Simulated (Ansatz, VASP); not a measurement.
**CaH2Pt: VASP beside Ansatz**

```
CELL_PARAMETERS angstrom
3.56130 0.00000 0.00000
-1.78065 3.08418 0.00000
0.00000 0.00000 5.96470
ATOMIC_POSITIONS crystal
Ca 0.00000 0.00000 0.00000
H 0.33333 0.66667 0.00000
H 0.66667 0.33333 0.00000
Pt 0.00000 0.00000 0.50000
```

Alike in both runs: task single point; functional PBE; k mesh 15 × 15 × 8; occupations gaussian, width 0.1 eV; no spin polarisation.

|  | VASP | Ansatz |
| --- | --- | --- |
| version | VASP 6.6.1 | Ansatz 0.2.0 |
| potentials or method | VASP PAW PBE potentials, release 64 (Ca_sv, H, Pt), cutoff 520 eV | scalar-relativistic, plane waves, PAW |
| valence electrons in the cell | 22 | 30 |

|  | VASP | Ansatz | Ansatz less VASP |
| --- | --- | --- | --- |
| gap on the k mesh at the Fermi level (eV) | none | none | - |
| pressure (GPa) | 0.1 | 0.0 | -0.07 |
| traceless stress, the component that is largest in VASP (GPa) | -0.15 | 0.00 | +0.154 |

A gap of «none» marks a metal or a gap that the smearing closes. The functional is the same, so the differences come from potentials, cutoffs and numerics. VASP's potentials hold 22 valence electrons a cell and Ansatz's 30, so a difference there can come from the potentials and not from the codes.

Neither program's run includes spin-orbit coupling.
